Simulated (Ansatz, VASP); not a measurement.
## LiF: VASP beside Ansatz

```
Li F
1.0
     2.96807    0.00000    0.00000
    -1.48404    2.57042    0.00000
     0.00000    0.00000    4.85576
Li F
2 2
Direct
  0.33333 0.66667 0.35590
  0.66667 0.33333 0.85590
  0.33333 0.66667 0.99102
  0.66667 0.33333 0.49102
```

Alike in both runs: task single point; functional LDA; k mesh 9 × 9 × 6; occupations gaussian, width 0.05 eV; no spin polarisation.

```csv
,VASP,Ansatz
version,VASP 6.6.1,Ansatz 0.2.0
potentials or method,"VASP PAW LDA potentials, release 64 (Li_sv, F), cutoff 520 eV","scalar-relativistic, plane waves, PAW"
valence electrons in the cell,20,20
```

```tsv
	VASP	Ansatz	Ansatz less VASP
gap on the k mesh at the Fermi level (eV)	7.94	7.95	+0.015
least direct gap on the mesh (eV)	7.94	7.95	+0.015
rms of the force components (eV/Å)	0.163	0.162	-0.0009
```

LDA's correlation is that of Perdew and Zunger in VASP and of Perdew and Wang (1992) in Ansatz. Atom by atom the forces differ by 0.001 eV/Å (rms over components).

Noted on VASP's run: the cutoff is short for stress, so the pressure is rough.
